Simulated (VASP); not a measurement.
# Re (P6_3/mmc) in VASP: notebook

Re is run at these levels: PBE+D3(BJ), revPBE, BLYP+D3(BJ), SVWN5; tasks: single point.

Program: VASP 6.6.1. These are calculated values, not measurements. Logs are shortened: lines on timing, memory, paths and dates and some standing lists are left out, and cuts for length are marked.

### 1 The cell of the first run

It takes space group P6_3/mmc (No. 194, hexagonal). Conventional cell: a = 2.761 Å, b = 2.761 Å, c = 4.458 Å, α = 90.00°, β = 90.00°, γ = 120.00°. Within 3.6 Å of Re (site symmetry -6m2) lie 12 Re at 2.74 to 2.76 Å.

### 2 Single point, PBE+D3(BJ)

INCAR reads:

```
SYSTEM = Re
ALGO = Normal
EDIFF = 1E-7
ENCUT = 520
GGA = PE
ISIF = 2
ISMEAR = -1
IVDW = 12
LASPH = .True.
LCHARG = .True.
LELF = .True.
LREAL = .False.
LVHAR = .True.
LWAVE = .False.
NBANDS = 14
NELM = 100
PREC = Accurate
SIGMA = 0.05
```

KPOINTS reads:

```
k-points
0
Gamma
  11 11 6
  0 0 0
```

POSCAR reads:

```
Re
1.0
    2.7608000000      0.0000000000      0.0000000000
   -1.3804000000      2.3909229348      0.0000000000
    0.0000000000      0.0000000000      4.4582000000
Re
2
Direct
    0.6666666667      0.3333333333      0.7500000000
    0.3333333333      0.6666666667      0.2500000000
```

Potentials or basis: VASP PAW PBE potentials, release 64 (Re).

The run is started by

```console
$ cat potpaw_PBE.64/Re/POTCAR > POTCAR
$ mpirun -np 1 vasp_std > vasp.out
```

OUTCAR:

```text
SYSTEM = Re
   EDIFF = 1E-7
   ENCUT = 520
   GGA = PE
   ISIF = 2
   ISMEAR = -1
   IVDW = 12
   LASPH = .True.
   LREAL = .False.
   NELM = 100
   PREC = Accurate
 IVDW          = 12

 ion  position               nearest neighbor table
   1  0.667  0.333  0.750-   2 2.74   2 2.74   2 2.74   2 2.74   2 2.74   2 2.74
   2  0.333  0.667  0.250-   1 2.74   1 2.74   1 2.74   1 2.74   1 2.74   1 2.74

  LATTYP: Found a hexagonal cell.
 ALAT       =     2.7608000000
 C/A-ratio  =     1.6148217908

  Lattice vectors:

 A1 = (   2.7608000000,   0.0000000000,   0.0000000000)
 A2 = (  -1.3804000000,   2.3909229348,   0.0000000000)
 A3 = (   0.0000000000,   0.0000000000,   4.4582000000)

Analysis of symmetry for initial positions (statically):
=====================================================================
 Subroutine PRICEL returns:
 Original cell was already a primitive cell.

 Routine SETGRP: Setting up the symmetry group for a
 hexagonal supercell.

 Subroutine GETGRP returns: Found 24 space group operations
 (whereof 12 operations were pure point group operations)
 out of a pool of 24 trial point group operations.

The static configuration has the point symmetry D_3d.
 The point group associated with its full space group is D_6h.

Analysis of symmetry for dynamics (positions and initial velocities):
=====================================================================
 Subroutine PRICEL returns:
 Original cell was already a primitive cell.

 Routine SETGRP: Setting up the symmetry group for a
 hexagonal supercell.

 Subroutine GETGRP returns: Found 24 space group operations
 (whereof 12 operations were pure point group operations)
 out of a pool of 24 trial point group operations.

The dynamic configuration has the point symmetry D_3d.
 The point group associated with its full space group is D_6h.

 Subroutine INISYM returns: Found 24 space group operations
 (whereof 12 operations are pure point group operations),
 and found     1 'primitive' translations

----------------------------------------------------------------------------------------

                                     Primitive cell

  volume of cell :      29.4280

  direct lattice vectors                    reciprocal lattice vectors
     2.760800000  0.000000000  0.000000000     0.362213851  0.209124264  0.000000000
    -1.380400000  2.390922935  0.000000000     0.000000000  0.418248529  0.000000000
     0.000000000  0.000000000  4.458200000     0.000000000  0.000000000  0.224305774

  length of vectors
[... 94 lines left out ...]
   NUPDOWN=      -1.0000    fix difference up-down
   EMIN   =  10.00;   EMAX   =-10.00  energy-range for DOS
   EFERMI =   0.00;   METHOD = LEGACY
   ISMEAR =    -1;   SIGMA  =   0.05  broadening in eV -4-tet -1-fermi 0-gaus
   EFERMI_NEDOS =   21; number of points for ismear=-14 and -15
   IALGO  =     38    algorithm
   IMIX   =      4    mixing-type and parameters
     AMIX     =   0.40;   BMIX     =  1.00
     AMIX_MAG =   1.60;   BMIX_MAG =  1.00
  volume/ion in A,a.u.               =      14.71        99.29
  Fermi-wavevector in a.u.,A,eV,Ry     =   1.278000  2.415070 22.222174  1.633284
  Thomas-Fermi vector in A             =   2.410568
   LORBIT       =      0    0 simple, 1 ext, 2 COOP (PROOUT), +10 PAW based schemes
   GGA     = PE    functional components
   LHFCALC =     F    Hartree Fock is set to
   AEXX    =    0.0000 exact exchange contribution
   IVDW    =    12    specifies the selected vdW correction
   LEPSILON=     F    determine dielectric tensor
   LRPA    =     F    only Hartree local field effects (RPA)
 non-spin polarized calculation
  energy-cutoff  :      520.00
  volume of cell :       29.43
 maximum number of plane-waves:       808
 NGX is ok and might be reduce to    24
   NGX = 11   NGY = 11   NGZ = 17

 number of electron      14.0000000 magnetization

 Free energy of the ion-electron system (eV)
  ---------------------------------------------------
  ext. energy  EPLUGINS =         0.00000000
  ---------------------------------------------------
  free energy    TOTEN  =       -24.84612026 eV

  energy without entropy =      -24.83219212  energy(sigma->0) =      -24.83915619

 E-fermi :   7.8931     XC(G=0): -13.7306

 val. band max:        7.8761287871   @ k =   0.1818  -0.0000   0.1667
 cond. band min:       7.9389491540   @ k =   0.3636   0.1818   0.3333
 fundamental gap:      0.0628203669
 Fermi energy:         7.8931491425

 k-point     1 :       0.0000    0.0000    0.0000
  band No.  band energies     occupation
      1      -1.9812      2.00000
      2       1.2626      2.00000
      3       6.3061      2.00000
      4       6.3061      2.00000
      5       6.3066      2.00000
      6       7.1427      2.00000
      7       7.1427      2.00000
      8       8.0720      0.05438
      9       8.0720      0.05438
     10       8.5025      0.00001
     11      11.2483      0.00000
     12      11.2483      0.00000
     13      17.9031      0.00000
     14      22.0331      0.00000
[... 377 lines left out ...]
      1       0.3383      2.00000
      2       2.9684      2.00000
      3       4.3252      2.00000
      4       4.6697      2.00000
      5       5.9411      2.00000
      6       6.6281      2.00000
      7       7.2365      2.00000
      8       8.1841      0.00592
      9       8.8957      0.00000
     10       9.2863      0.00000
     11      11.6480      0.00000
     12      14.7061      0.00000
     13      19.0755      0.00000
     14      23.8256      0.00000

 [... further k-points ...]

------------------------ aborting loop because EDIFF is reached ----------------------------------------

 Edisp (eV)   -1.31071

 E8    (eV) :    -0.6600

  FORCE on cell =-STRESS in cart. coord.  units (eV):
  Direction    XX          YY          ZZ          XY          YZ          ZX
  --------------------------------------------------------------------------------------
  -------------------------------------------------------------------------------------
  Total      -0.33505    -0.33505    -0.30387     0.00000    -0.00000    -0.00000
  in kB     -18.24135   -18.24135   -16.54394     0.00000    -0.00000    -0.00000
  external pressure =      -17.68 kB  Pullay stress =        0.00 kB

 VOLUME and BASIS-vectors are now :
 -----------------------------------------------------------------------------
  energy-cutoff  :      520.00
  volume of cell :       29.43
      direct lattice vectors                 reciprocal lattice vectors
     2.760800000  0.000000000  0.000000000     0.362213851  0.209124264  0.000000000
    -1.380400000  2.390922935  0.000000000     0.000000000  0.418248529  0.000000000
     0.000000000  0.000000000  4.458200000     0.000000000  0.000000000  0.224305774

 POSITION                                       TOTAL-FORCE (eV/Angst)
 -----------------------------------------------------------------------------------
      1.38040      0.79697      3.34365        -0.000000      0.000000      0.000000
     -0.00000      1.59395      1.11455         0.000000     -0.000000      0.000000
 -----------------------------------------------------------------------------------
    total drift:                               -0.000000      0.000000     -0.000000

  FREE ENERGIE OF THE ION-ELECTRON SYSTEM (eV)
  ---------------------------------------------------
  free  energy   TOTEN  =       -26.1568271739 eV

  energy  without entropy=      -26.1428990424  energy(sigma->0) =      -26.14986311
```

stdout:

```text
POSCAR found type information on POSCAR Re
 POSCAR found :  1 types and       2 ions
 scaLAPACK will be used
 LDA part: xc-table for (Slater+PW92), standard interpolation
 POSCAR, INCAR and KPOINTS ok, starting setup
 FFT: planning ... GRIDC
 FFT: planning ... GRID_SOFT
 FFT: planning ... GRID
 WAVECAR not read
 entering main loop
```

Run time: 12 s. Hardware: 1 thread of Intel Xeon 6975P-C (Granite Rapids), shared host; peak memory 0.17 GiB.

Results:

* Free energy: -26.1568 eV
* Pressure: -1.8 GPa
* Band gap on the k mesh: zero (band 7 reaches 9.23 eV, above the bottom of band 8 at 6.18 eV)
* Dispersion energy per atom: -0.655 eV

Caveat: spin-orbit coupling is left out, which moves the levels of the heavy elements; pairwise dispersion overbinds metals, which lowers pressure and volume.

### 3 Single point, revPBE

INCAR reads:

```
ALGO = Normal
EDIFF = 1E-7
ENCUT = 520
GGA = RE
ISIF = 2
ISMEAR = -1
LASPH = True
LCHARG = False
LREAL = False
LWAVE = False
NBANDS = 14
NELM = 80
PREC = Accurate
SIGMA = 0.05
```

KPOINTS reads:

```
k-points
0
Gamma
  11 11 6
```

POSCAR is that of step 2.

Potentials or basis: VASP PAW PBE potentials, release 64 (Re).

The run is started by

```console
$ cat potpaw_PBE.64/Re/POTCAR > POTCAR
$ mpirun -np 1 vasp_std > vasp.out
```

It took 11 s on 1 thread of Intel Xeon 6975P-C (Granite Rapids), shared host; peak memory 0.17 GiB.

Results (log left out):

```yaml
Free_energy: -23.8672 eV
Pressure: 8.3 GPa
Band_gap_on_the_k_mesh: zero (band 7 reaches 9.28 eV, above the bottom of band 8 at 6.24 eV)
```

Stress tensor (GPa, compression positive):
```
8.17 0.00 0.00
0.00 8.17 0.00
0.00 0.00 8.47
```

Levels at points of the mesh, in eV from the Fermi level:
```csv
k point,band 4,band 5,band 6,band 7,band 8,band 9,band 10,band 11
"(0.00, 0.00, 0.00)",-1.58,-1.58,-0.75,-0.75,0.18,0.18,0.60,3.35
"(0.00, 0.00, 0.50)",-2.39,-1.71,-1.71,-1.71,-1.71,2.54,2.54,2.54
```

Caveat: the PAW data sets were made with another functional, which shifts forces and pressure a little; spin-orbit coupling is left out, which moves the levels of the heavy elements.

### 4 Single point, BLYP+D3(BJ)

INCAR reads:

```
PREC = Accurate
ENCUT = 520
EDIFF = 1E-7
ISMEAR = -1
SIGMA = 0.05
LREAL = False
LASPH = True
NELM = 100
ALGO = Normal
ISIF = 2
LWAVE = False
LCHARG = False
GGA = B5
ALDAX = 1.0
AGGAX = 1.0
AGGAC = 1.0
ALDAC = 0.0
IVDW = 12
VDW_S6 = 1.0
VDW_S8 = 2.6996
VDW_A1 = 0.4298
VDW_A2 = 4.2359
NBANDS = 14
```

KPOINTS reads:

```
Automatic mesh
0
Gamma
  11 11 6
```

POSCAR is that of step 3.

Potentials or basis: VASP PAW PBE potentials, release 64 (Re).

The run is started by

```console
$ cat potpaw_PBE.64/Re/POTCAR > POTCAR
$ mpirun -np 1 vasp_std > vasp.out
```

OUTCAR:

```text
PREC = Accurate
   ENCUT = 520
   EDIFF = 1E-7
   ISMEAR = -1
   LREAL = False
   LASPH = True
   NELM = 100
   ISIF = 2
   GGA = B5
   IVDW = 12
 IVDW          = 12

 ion  position               nearest neighbor table
   1  0.667  0.333  0.750-   2 2.74   2 2.74   2 2.74   2 2.74   2 2.74   2 2.74
   2  0.333  0.667  0.250-   1 2.74   1 2.74   1 2.74   1 2.74   1 2.74   1 2.74

  LATTYP: Found a hexagonal cell.
 ALAT       =     2.7608000000
 C/A-ratio  =     1.6148217908

  Lattice vectors:

 A1 = (   2.7608000000,   0.0000000000,   0.0000000000)
 A2 = (  -1.3804000000,   2.3909229348,   0.0000000000)
 A3 = (   0.0000000000,   0.0000000000,   4.4582000000)

Analysis of symmetry for initial positions (statically):
=====================================================================
 Subroutine PRICEL returns:
 Original cell was already a primitive cell.

 Routine SETGRP: Setting up the symmetry group for a
 hexagonal supercell.

 Subroutine GETGRP returns: Found 24 space group operations
 (whereof 12 operations were pure point group operations)
 out of a pool of 24 trial point group operations.

The static configuration has the point symmetry D_3d.
 The point group associated with its full space group is D_6h.

Analysis of symmetry for dynamics (positions and initial velocities):
=====================================================================
 Subroutine PRICEL returns:
 Original cell was already a primitive cell.

 Routine SETGRP: Setting up the symmetry group for a
 hexagonal supercell.

 Subroutine GETGRP returns: Found 24 space group operations
 (whereof 12 operations were pure point group operations)
 out of a pool of 24 trial point group operations.

The dynamic configuration has the point symmetry D_3d.
 The point group associated with its full space group is D_6h.

 Subroutine INISYM returns: Found 24 space group operations
 (whereof 12 operations are pure point group operations),
[... 123 lines left out ...]
   AEXX    =    0.0000 exact exchange contribution
   IVDW    =    12    specifies the selected vdW correction
   LEPSILON=     F    determine dielectric tensor
   LRPA    =     F    only Hartree local field effects (RPA)
 non-spin polarized calculation
  energy-cutoff  :      520.00
  volume of cell :       29.43
 maximum number of plane-waves:       808
 NGX is ok and might be reduce to    24
   NGX = 11   NGY = 11   NGZ = 17

 number of electron      14.0000000 magnetization

 Free energy of the ion-electron system (eV)
  ---------------------------------------------------
  ext. energy  EPLUGINS =         0.00000000
  ---------------------------------------------------
  free energy    TOTEN  =       -21.41897598 eV

  energy without entropy =      -21.40615019  energy(sigma->0) =      -21.41256308

 E-fermi :   8.5160     XC(G=0): -13.0271

 val. band max:        8.5001124435   @ k =   0.0000   0.0000   0.1667
 cond. band min:       8.5216007554   @ k =   0.1818   0.0909   0.0000
 fundamental gap:      0.0214883120
 Fermi energy:         8.5159902000

 k-point     1 :       0.0000    0.0000    0.0000
  band No.  band energies     occupation
      1      -1.1847      2.00000
      2       1.9221      2.00000
      3       6.8610      2.00000
      4       6.8717      2.00000
      5       6.8717      2.00000
      6       7.6948      2.00000
      7       7.6948      2.00000
      8       8.6193      0.22469
      9       8.6193      0.22469
     10       9.4253      0.00000
     11      11.8081      0.00000
     12      11.8081      0.00000
     13      18.5346      0.00000
     14      22.9495      0.00000
[... 377 lines left out ...]
      1       1.1317      2.00000
      2       3.6274      2.00000
      3       5.0119      2.00000
      4       5.2955      2.00000
      5       6.5176      2.00000
      6       7.2189      2.00000
      7       7.8326      2.00000
      8       8.7534      0.01720
      9       9.4724      0.00000
     10       9.8443      0.00000
     11      12.1974      0.00000
     12      15.3599      0.00000
     13      19.7968      0.00000
     14      24.6429      0.00000

 [... further k-points ...]

------------------------ aborting loop because EDIFF is reached ----------------------------------------

 Edisp (eV)   -3.18796

 E8    (eV) :    -2.4974

  FORCE on cell =-STRESS in cart. coord.  units (eV):
  Direction    XX          YY          ZZ          XY          YZ          ZX
  --------------------------------------------------------------------------------------
  -------------------------------------------------------------------------------------
  Total       0.78351     0.78351     0.61941     0.00000    -0.00000     0.00000
  in kB      42.65760    42.65760    33.72328     0.00000    -0.00000     0.00000
  external pressure =       39.68 kB  Pullay stress =        0.00 kB

 VOLUME and BASIS-vectors are now :
 -----------------------------------------------------------------------------
  energy-cutoff  :      520.00
  volume of cell :       29.43
      direct lattice vectors                 reciprocal lattice vectors
     2.760800000  0.000000000  0.000000000     0.362213851  0.209124264  0.000000000
    -1.380400000  2.390922935  0.000000000     0.000000000  0.418248529  0.000000000
     0.000000000  0.000000000  4.458200000     0.000000000  0.000000000  0.224305774

 POSITION                                       TOTAL-FORCE (eV/Angst)
 -----------------------------------------------------------------------------------
      1.38040      0.79697      3.34365         0.000000     -0.000000      0.000000
     -0.00000      1.59395      1.11455        -0.000000      0.000000      0.000000
 -----------------------------------------------------------------------------------
    total drift:                               -0.000000      0.000000     -0.000000

  FREE ENERGIE OF THE ION-ELECTRON SYSTEM (eV)
  ---------------------------------------------------
  free  energy   TOTEN  =       -24.6069358850 eV

  energy  without entropy=      -24.5941100947  energy(sigma->0) =      -24.60052299
```

OSZICAR:

```text
N       E                     dE             d eps       ncg     rms          rms(c)
DAV:   1     0.228734550310E+02    0.22873E+02   -0.68585E+03  3576   0.124E+03
DAV:   2    -0.216715846983E+02   -0.44545E+02   -0.39236E+02  2894   0.285E+02
DAV:   3    -0.226348494338E+02   -0.96326E+00   -0.93538E+00  2778   0.396E+01
DAV:   4    -0.226437203173E+02   -0.88709E-02   -0.88636E-02  2730   0.285E+00
DAV:   5    -0.226439044051E+02   -0.18409E-03   -0.18407E-03  2806   0.711E-01    0.524E+01
DAV:   6    -0.217271967650E+02    0.91671E+00   -0.68421E-01  3084   0.248E+01    0.223E+01
DAV:   7    -0.214283642213E+02    0.29883E+00   -0.47313E-01  3130   0.195E+01    0.511E-01
DAV:   8    -0.214196422803E+02    0.87219E-02   -0.63823E-03  3292   0.911E-01    0.292E-01
DAV:   9    -0.214189524701E+02    0.68981E-03   -0.52883E-04  2872   0.203E-01    0.337E-02
DAV:  10    -0.214189807460E+02   -0.28276E-04   -0.34996E-05  2880   0.481E-02    0.247E-02
DAV:  11    -0.214189767091E+02    0.40369E-05   -0.71716E-07  2868   0.219E-02    0.253E-03
DAV:  12    -0.214189759997E+02    0.70936E-06   -0.56162E-08  1556   0.810E-03    0.224E-03
DAV:  13    -0.214189759800E+02    0.19724E-07   -0.35733E-08  1370   0.435E-03
   1 F= -.24606936E+02 E0= -.24600523E+02  d E =-.128258E-01
```

stdout:

```text
POSCAR found type information on POSCAR Re
 POSCAR found :  1 types and       2 ions
 scaLAPACK will be used
 -----------------------------------------------------------------------------
|                                                                             |
|                                                                             |
|     You enforced a specific xc type in the INCAR file but a different       |
|     I HOPE YOU KNOW WHAT YOU ARE DOING!                                     |
|                                                                             |
 -----------------------------------------------------------------------------

 LDA part: xc-table for (Slater(with rela. corr.)+VWN5), standard interpolation
 POSCAR, INCAR and KPOINTS ok, starting setup
 FFT: planning ... GRIDC
 FFT: planning ... GRID_SOFT
 FFT: planning ... GRID
 WAVECAR not read
 entering main loop
```

Wall time 16 s (1 thread of Intel Xeon 6975P-C (Granite Rapids), shared host); peak memory 0.17 GiB.

Results:

* Free energy: -24.6069 eV
* Pressure: 4.0 GPa
* Band gap on the k mesh: zero (band 7 reaches 10.09 eV, above the bottom of band 8 at 6.74 eV)
* Dispersion energy per atom: -1.594 eV

Caveat: the PAW data sets were made with another functional, which shifts forces and pressure a little; spin-orbit coupling is left out, which moves the levels of the heavy elements; pairwise dispersion overbinds metals, which lowers pressure and volume.

(Continued in part 2 of 2.)
